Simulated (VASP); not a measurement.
# SiC4 in VASP: a series of runs

The runs below take SiC4 through single point, with PBE.

All numbers are computed with VASP 6.6.1; they aren't measurements. Logs are shortened: lines on timing, memory, paths and dates and some standing lists are left out, and cuts for length are marked.

**1. The cell of the first run**

The typed cell holds 5 atoms: a = 4.706 Å, b = 4.706 Å, c = 4.706 Å, α = 127.83°, β = 127.83°, γ = 76.90°.

The cell was generated, and may not be a known phase.

**2. Single point, PBE**

File INCAR:

```
PREC = Accurate
ENCUT = 1300
EDIFF = 1E-6
ISMEAR = 0
SIGMA = 0.1
LREAL = F
LASPH = T
NELM = 120
ALGO = Normal
ISIF = 2
LWAVE = F
LCHARG = F
GGA = PE
NBANDS = 18
GGA_COMPAT = F
```

File KPOINTS:

```
Automatic mesh
0
Gamma
  6 6 6
```

File POSCAR:

```
SiC4
1.0
   -2.0694554655      2.0694554655      3.6858245886
    2.0694554655     -2.0694554655      3.6858245886
    2.0694554655      2.0694554655     -3.6858245886
Si C
1 4
Direct
   -0.1730069077     -0.1730069077      0.0000000000
    0.1499524996      0.1499524996      0.6464676905
    0.5034848092      0.5034848092      0.3535323095
    0.1499524996      0.5034848092      0.0000000000
    0.5034848092      0.1499524996      0.0000000000
```

Potentials or basis: VASP PAW PBE potentials, release 64 (Si, C_h).

Started as:

```bash
> cat potpaw_PBE.64/Si/POTCAR potpaw_PBE.64/C_h/POTCAR > POTCAR
> mpirun -np 1 vasp_std > vasp.out
```

OUTCAR:

```text
PREC = Accurate
   ENCUT = 1300
   EDIFF = 1E-6
   ISMEAR = 0
   LREAL = F
   LASPH = T
   NELM = 120
   ISIF = 2
   GGA = PE

 ion  position               nearest neighbor table
   1  0.827  0.827  0.000-   4 1.89   5 1.89   3 1.89   2 1.89
   2  0.150  0.150  0.646-   4 1.46   5 1.46   1 1.89
   3  0.503  0.503  0.354-   4 1.46   5 1.46   1 1.89
   4  0.150  0.503  0.000-   2 1.46   3 1.46   1 1.89
   5  0.503  0.150  0.000-   2 1.46   3 1.46   1 1.89

  LATTYP: Found a body centered tetragonal cell.
 ALAT       =     4.1389109310
 C/A-ratio  =     1.7810601146

  Lattice vectors:

 A1 = (  -2.0694554655,   2.0694554655,   3.6858245886)
 A2 = (   2.0694554655,  -2.0694554655,   3.6858245886)
 A3 = (   2.0694554655,   2.0694554655,  -3.6858245886)

Analysis of symmetry for initial positions (statically):
=====================================================================
 Subroutine PRICEL returns:
 Original cell was already a primitive cell.

 Routine SETGRP: Setting up the symmetry group for a
 body centered tetragonal supercell.

 Subroutine GETGRP returns: Found  8 space group operations
 (whereof  8 operations were pure point group operations)
 out of a pool of 16 trial point group operations.

The static configuration has the point symmetry C_4v.

Analysis of symmetry for dynamics (positions and initial velocities):
=====================================================================
 Subroutine PRICEL returns:
 Original cell was already a primitive cell.

 Routine SETGRP: Setting up the symmetry group for a
 body centered tetragonal supercell.

 Subroutine GETGRP returns: Found  8 space group operations
 (whereof  8 operations were pure point group operations)
 out of a pool of 16 trial point group operations.

The dynamic configuration has the point symmetry C_4v.

 Subroutine INISYM returns: Found  8 space group operations
 (whereof  8 operations are pure point group operations),
 and found     1 'primitive' translations

----------------------------------------------------------------------------------------

                                     Primitive cell

  volume of cell :      63.1403

  direct lattice vectors                    reciprocal lattice vectors
    -2.069455465  2.069455465  3.685824589     0.000000000  0.241609452  0.135654855
     2.069455465 -2.069455465  3.685824589     0.241609452  0.000000000  0.135654855
     2.069455465  2.069455465 -3.685824589     0.241609452  0.241609452  0.000000000

  length of vectors
     4.706441835  4.706441835  4.706441835     0.277087291  0.277087291  0.341687363

  position of ions in fractional coordinates (direct lattice)
     0.826993092  0.826993092  0.000000000
     0.149952500  0.149952500  0.646467691
     0.503484809  0.503484809  0.353532309
     0.149952500  0.503484809  0.000000000
     0.503484809  0.149952500  0.000000000

  ion indices of the primitive-cell ions
   primitive index   ion index
                 1           1
                 2           2
                 3           3
                 4           4
                 5           5

----------------------------------------------------------------------------------------

 KPOINTS: Automatic mesh

Automatic generation of k-mesh.
 Grid dimensions read from file:
 generate k-points for:    6    6    6

 Generating k-lattice:

  Cartesian coordinates                     Fractional coordinates (reciprocal lattice)
     0.000000000  0.040268242  0.022609142     0.166666667  0.000000000  0.000000000
     0.040268242  0.000000000  0.022609142     0.000000000  0.166666667  0.000000000
     0.040268242  0.040268242  0.000000000     0.000000000  0.000000000  0.166666667

  Length of vectors
     0.046181215  0.046181215  0.056947894

  Shift w.r.t. Gamma in fractional coordinates (k-lattice)
     0.000000000  0.000000000  0.000000000

 Subroutine IBZKPT returns following result:
 ===========================================

 Found     30 irreducible k-points:

 Following reciprocal coordinates:
            Coordinates               Weight
  0.000000  0.000000  0.000000      1.000000
  0.166667 -0.000000  0.000000      8.000000
  0.333333  0.000000  0.000000      8.000000
  0.500000 -0.000000  0.000000      4.000000
  0.166667  0.166667 -0.000000      8.000000
  0.333333  0.166667  0.000000     16.000000
[... 16 lines left out ...]
 -0.333333 -0.333333  0.166667      8.000000
 -0.166667 -0.333333  0.166667      8.000000
 [... further k-points ...]
   k-points           NKPTS =     30   k-points in BZ     NKDIM =     30   number of bands    NBANDS=     18
   number of dos      NEDOS =    301   number of ions     NIONS =      5
   total plane-waves  NPLWV = 175616
   dimension x,y,z NGX =    56 NGY =   56 NGZ =   56
   dimension x,y,z NGXF=   112 NGYF=  112 NGZF=  112
   ions per type =               1   4
   NGX,Y,Z   is equivalent  to a cutoff of  19.78, 19.78, 19.78 a.u.
   NGXF,Y,Z  is equivalent  to a cutoff of  39.56, 39.56, 39.56 a.u.
 SYSTEM =  unknown system
   PREC   = accura    normal or accurate (medium, high low for compatibility)
   ISTART =      0    job   : 0-new  1-cont  2-samecut
   ICHARG =      2    charge: 1-file 2-atom 10-const
   ISPIN  =      1    spin polarized calculation?
   LNONCOLLINEAR =      F non collinear calculations
   LSORBIT =      F    spin-orbit coupling
   LASPH  =      T    aspherical Exc in radial PAW
   ENCUT  = 1300.0 eV  95.55 Ry    9.77 a.u.  13.84 13.84 13.84*2*pi/ulx,y,z
   NELM   =    120;   NELMIN=  2; NELMDL= -5     # of ELM steps
   EDIFF  = 0.1E-05   stopping-criterion for ELM
   LREAL  =      F    real-space projection
[... 7 lines left out ...]
   TEBEG  =    0.0;   TEEND  =   0.0 temperature during run
   PSTRESS=    0.0 pullay stress
   NELECT =      20.0000    total number of electrons
   NUPDOWN=      -1.0000    fix difference up-down
   EMIN   =  10.00;   EMAX   =-10.00  energy-range for DOS
   EFERMI =   0.00;   METHOD = LEGACY
   ISMEAR =     0;   SIGMA  =   0.10  broadening in eV -4-tet -1-fermi 0-gaus
   EFERMI_NEDOS =   21; number of points for ismear=-14 and -15
   IALGO  =     38    algorithm
   IMIX   =      4    mixing-type and parameters
     AMIX     =   0.40;   BMIX     =  1.00
     AMIX_MAG =   1.60;   BMIX_MAG =  1.00
  volume/ion in A,a.u.               =      12.63        85.22
  Fermi-wavevector in a.u.,A,eV,Ry     =   1.115962  2.108861 16.944289  1.245370
  Thomas-Fermi vector in A             =   2.252571
   LORBIT       =      0    0 simple, 1 ext, 2 COOP (PROOUT), +10 PAW based schemes
   GGA     = PE    functional components
   LHFCALC =     F    Hartree Fock is set to
   AEXX    =    0.0000 exact exchange contribution
   IVDW    =     0    specifies the selected vdW correction
   LEPSILON=     F    determine dielectric tensor
   LRPA    =     F    only Hartree local field effects (RPA)
 non-spin polarized calculation
 Gauss-broadening in eV      SIGMA  =   0.10
  energy-cutoff  :     1300.00
  volume of cell :       63.14
 maximum number of plane-waves:      6762
   NGX = 27   NGY = 27   NGZ = 27

 number of electron      20.0000000 magnetization

 Free energy of the ion-electron system (eV)
  ---------------------------------------------------
  ext. energy  EPLUGINS =         0.00000000
  ---------------------------------------------------
  free energy    TOTEN  =       -36.59215615 eV

  energy without entropy =      -36.57611867  energy(sigma->0) =      -36.58413741

 E-fermi :   3.7261     XC(G=0):  -9.3785

 val. band max:        3.7073454150   @ k =   0.5000   0.3333   0.0000
 cond. band min:       3.7332900185   @ k =   0.3333   0.3333   0.1667
 fundamental gap:      0.0259446035
 Fermi energy:         3.7261237742

 k-point     1 :       0.0000    0.0000    0.0000
  band No.  band energies     occupation
      1     -14.0869      2.00000
      2      -6.3579      2.00000
      3      -6.0916      2.00000
      4      -6.0916      2.00000
      5      -2.7783      2.00000
      6      -1.1507      2.00000
[... 10 lines left out ...]
     17      15.4635      0.00000
     18      15.4637      0.00000

 k-point     2 :       0.1667   -0.0000    0.0000
  band No.  band energies     occupation
      1     -14.0025      2.00000
      2      -7.5001      2.00000
      3      -6.0149      2.00000
      4      -5.0671      2.00000
      5      -2.3326      2.00000
      6      -1.1548      2.00000
[... 10 lines left out ...]
     17      13.2382      0.00000
     18      15.3419      0.00000

 k-point     3 :       0.3333    0.0000    0.0000
  band No.  band energies     occupation
      1     -13.8159      2.00000
      2      -8.4937      2.00000
      3      -5.8369      2.00000
      4      -4.1975      2.00000
      5      -1.9302      2.00000
      6      -1.8074      2.00000
[... 10 lines left out ...]
     17      12.8648      0.00000
     18      14.7576      0.00000

 k-point     4 :       0.5000   -0.0000    0.0000
  band No.  band energies     occupation
      1     -13.7112      2.00000
      2      -8.8807      2.00000
      3      -5.7309      2.00000
      4      -3.7091      2.00000
      5      -2.3289      2.00000
      6      -2.1817      2.00000
[... 10 lines left out ...]
     17      13.1034      0.00000
     18      14.2837      0.00000

 k-point     5 :       0.1667    0.1667   -0.0000
  band No.  band energies     occupation
      1     -13.9132      2.00000
      2      -7.6740      2.00000
      3      -6.6890      2.00000
      4      -4.1584      2.00000
      5      -2.0370      2.00000
      6      -2.0246      2.00000
[... 10 lines left out ...]
     17      13.6361      0.00000
     18      14.0844      0.00000

 k-point     6 :       0.3333    0.1667    0.0000
  band No.  band energies     occupation
      1     -13.7402      2.00000
      2      -8.3625      2.00000
      3      -6.6966      2.00000
      4      -3.7021      2.00000
      5      -2.7772      2.00000
      6      -1.2812      2.00000
[... 10 lines left out ...]
     17      13.3177      0.00000
     18      13.6919      0.00000

 k-point     7 :       0.5000    0.1667    0.0000
  band No.  band energies     occupation
      1     -13.6569      2.00000
      2      -8.7038      2.00000
      3      -6.5151      2.00000
      4      -4.0255      2.00000
      5      -2.6315      2.00000
      6      -1.0689      2.00000
[... 10 lines left out ...]
     17      13.2081      0.00000
     18      14.0451      0.00000

 k-point     8 :      -0.3333    0.1667   -0.0000
  band No.  band energies     occupation
      1     -13.7645      2.00000
      2      -8.3564      2.00000
      3      -6.6505      2.00000
      4      -3.7293      2.00000
      5      -2.7539      2.00000
      6      -1.1224      2.00000
[... 10 lines left out ...]
     17      13.3680      0.00000
     18      13.6528      0.00000
[... 229 lines left out ...]
     17      12.6091      0.00000
     18      14.2740      0.00000

 k-point    20 :       0.5000    0.5000    0.1667
  band No.  band energies     occupation
      1     -13.5937      2.00000
      2      -8.0684      2.00000
      3      -7.5707      2.00000
      4      -4.8472      2.00000
      5      -1.3608      2.00000
      6      -1.3552      2.00000
[... 10 lines left out ...]
     17      12.9350      0.00000
     18      13.6552      0.00000

 k-point    21 :      -0.3333    0.5000    0.1667
  band No.  band energies     occupation
      1     -13.7161      2.00000
      2      -8.3629      2.00000
      3      -6.7392      2.00000
      4      -3.6588      2.00000
      5      -2.7900      2.00000
      6      -1.7107      2.00000
[... 10 lines left out ...]
     17      13.6092      0.00000
     18      13.8277      0.00000

 k-point    22 :      -0.1667    0.5000    0.1667
  band No.  band energies     occupation
      1     -13.7845      2.00000
      2      -8.5076      2.00000
      3      -5.8770      2.00000
      4      -4.2043      2.00000
      5      -1.9046      2.00000
      6      -1.8397      2.00000
[... 10 lines left out ...]
     17      13.4238      0.00000
     18      14.7303      0.00000

 k-point    23 :      -0.3333   -0.3333    0.1667
  band No.  band energies     occupation
      1     -13.8686      2.00000
      2      -7.6691      2.00000
      3      -6.7650      2.00000
      4      -4.1532      2.00000
      5      -2.0609      2.00000
      6      -2.0261      2.00000
[... 10 lines left out ...]
     17      14.0259      0.00000
     18      14.0503      0.00000

 k-point    24 :      -0.1667   -0.3333    0.1667
  band No.  band energies     occupation
      1     -13.9598      2.00000
      2      -7.5151      2.00000
      3      -6.0673      2.00000
      4      -5.0798      2.00000
      5      -2.3708      2.00000
      6      -1.7630      2.00000
[... 10 lines left out ...]
     17      13.8025      0.00000
     18      15.2150      0.00000

 [... further k-points ...]
[... 5 lines left out ...]
  --------------------------------------------------------------------------------------
  -------------------------------------------------------------------------------------
  Total       -0.0867489     -0.0867489      0.0335654      0.0000000      0.0000000      0.0000000
  in kB       -2.2012417     -2.2012417      0.8517169      0.0000000      0.0000000      0.0000000
  external PRESSURE =      -1.1835888 kB  Pullay stress =       0.0000000 kB

 VOLUME and BASIS-vectors are now :
 -----------------------------------------------------------------------------
  energy-cutoff  :     1300.00
  volume of cell :       63.14
      direct lattice vectors                 reciprocal lattice vectors
    -2.069455465  2.069455465  3.685824589     0.000000000  0.241609452  0.135654855
     2.069455465 -2.069455465  3.685824589     0.241609452  0.000000000  0.135654855
     2.069455465  2.069455465 -3.685824589     0.241609452  0.241609452  0.000000000

 POSITION                                       TOTAL-FORCE (eV/Angst)
 -----------------------------------------------------------------------------------
      0.00000      0.00000      6.09630        -0.000000     -0.000000     -0.011613
      1.33784      1.33784     -1.27737        -0.007839     -0.007839      0.002903
      0.73162      0.73162      2.40846         0.007839      0.007839      0.002903
      0.73162     -0.73162      2.40846         0.007839     -0.007839      0.002903
     -0.73162      0.73162      2.40846        -0.007839      0.007839      0.002903
 -----------------------------------------------------------------------------------
    total drift:                               -0.000000     -0.000000     -0.000021

  FREE ENERGIE OF THE ION-ELECTRON SYSTEM (eV)
  ---------------------------------------------------
  free  energy   TOTEN  =       -36.5921561540 eV

  energy  without entropy=      -36.5761186650  energy(sigma->0) =      -36.58413741
```

Run time: 2.6 min. Hardware: 1 thread of Intel Xeon Platinum 8259CL at 2.50GHz (Skylake/Cascade Lake), shared host; peak memory 0.46 GiB.

Results:

| Property | Result |
| --- | --- |
| Free energy | -36.5922 eV |
| Pressure | -0.1 GPa |
| Largest force | 0.012 eV/Å |
| Band gap on the k mesh | zero (bands 10 and 11 overlap by 1.92 eV) |

Forces in eV/Å, atoms in the order of the input:
```
Si   0.000  0.000 -0.012
C   -0.008 -0.008  0.003
C    0.008  0.008  0.003
C    0.008 -0.008  0.003
C   -0.008  0.008  0.003
```

(Part 1 of 3 ends here.)

The gap in the log of VASP goes by the Fermi energy; the results here count the filled bands.